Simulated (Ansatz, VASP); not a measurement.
# Two plane-wave programs on Sb

```
Sb
1.0
     3.12240    0.00000    0.00000
     0.00000    4.34752    0.00000
    -0.03891    0.00000    4.40585
Sb
2
Direct
  0.01139 0.25000 0.24117
  0.98861 0.75000 0.75883
```

Alike in both runs: functional r2SCAN; k mesh 9 × 6 × 6; occupations fermi-dirac, width 0.05 eV; no spin polarisation.

```csv
,VASP,Ansatz
version,VASP 6.6.1,Ansatz 0.2.0
potentials or method,"VASP PAW PBE potentials, release 64 (Sb)",Ansatz PAW
plane-wave cutoff (eV),520,500
valence electrons in the cell,10,30
task,single point,band structure
```

```tsv
	VASP	Ansatz	Ansatz less VASP
gap on the k mesh at the Fermi level (eV)	none	none	-
pressure (GPa)	-0.8	-0.8	-0.04
traceless stress, the component that is largest in VASP (GPa)	0.31	0.31	+0.004
rms of the force components (eV/Å)	0.028	0.027	-0.0013
```

VASP's potentials were made for PBE, not for r2SCAN. Atom by atom the forces differ by 0.004 eV/Å (rms over components). A gap of «none» marks a metal or a gap that the smearing closes. With one functional, cell and mesh, what is left measures potentials, basis and numerics. VASP's potentials hold 10 valence electrons a cell and Ansatz's 30, so a difference there can come from the potentials and not from the codes.

Spin-orbit coupling is off throughout.
